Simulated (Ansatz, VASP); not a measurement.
YSb: VASP beside Ansatz

The input INCAR:

```
PREC     = Accurate       # precision mode
ENCUT    = 520            # plane-wave cutoff, eV
EDIFF    = 1E-6           # SCF threshold, eV
ISMEAR   = -1             # smearing method
SIGMA    = 0.1            # smearing width, eV
LREAL    = F              # projectors in reciprocal space
LASPH    = T              # aspherical terms in the spheres
NELM     = 80             # most SCF steps
ALGO     = Normal         # electronic algorithm
ISIF     = 2              # what is computed and relaxed
LWAVE    = F              # write WAVECAR
LCHARG   = T              # write CHGCAR
LELF     = T              # ELF
LVHAR    = T            
NBANDS   = 15             # bands
```

File KPOINTS:

```
Automatic mesh
0
Gamma
  12 12 12
```

POSCAR

```
YSb
1.0
    0.0000000000      3.0853033667      3.0853033667
    3.0853033667      0.0000000000      3.0853033667
    3.0853033667      3.0853033667      0.0000000000
Y Sb
1 1
Direct
    0.0000000000      0.0000000000      0.0000000000
    0.2500000000      0.2500000000      0.2500000000
```

Input for Ansatz:

```yaml
crystal:
  lattice:
    - [0.0, 3.0853033667, 3.0853033667]
    - [3.0853033667, 0.0, 3.0853033667]
    - [3.0853033667, 3.0853033667, 0.0]
  atoms:
    - { symbol: "Y", position: [0.0, 0.0, 0.0] }
    - { symbol: Sb, position: [0.25, 0.25, 0.25] }
kpoints:
  mp_grid: { grid: [12, 12, 12] }
scf:
  occupations: { method: fermi_dirac, width: 0.1 }
hamiltonian:
  xc: lda
  pseudopotentials: { kind: paw }
output:
  forces: true
  stress: true
  eigenvalues: true
  populations: true
```

Change from the starting cell: volume scaled by 0.75, PAW files.

Alike in both runs: task single point; functional LDA; k mesh 12 × 12 × 12; occupations fermi-dirac, width 0.1 eV; no spin polarisation.

|  | VASP | Ansatz |
| --- | --- | --- |
| version | VASP 6.6.1 | Ansatz 0.2.0 |
| potentials or method | VASP PAW LDA potentials, release 64 (Y_sv, Sb) | PAW with Ansatz's default frozen-core files, scalar-relativistic |
| plane-wave cutoff (eV) | 520 | 420 |
| valence electrons in the cell | 16 | 26 |

|  | VASP | Ansatz | Ansatz less VASP |
| --- | --- | --- | --- |
| pressure (GPa) | 21.3 | 21.2 | -0.07 |

LDA's correlation is that of Perdew and Zunger in VASP and of Perdew and Wang (1992) in Ansatz. VASP's potentials hold 16 valence electrons a cell and Ansatz's 26, so a difference there can come from the potentials and not from the codes.

Spin-orbit coupling is off throughout.
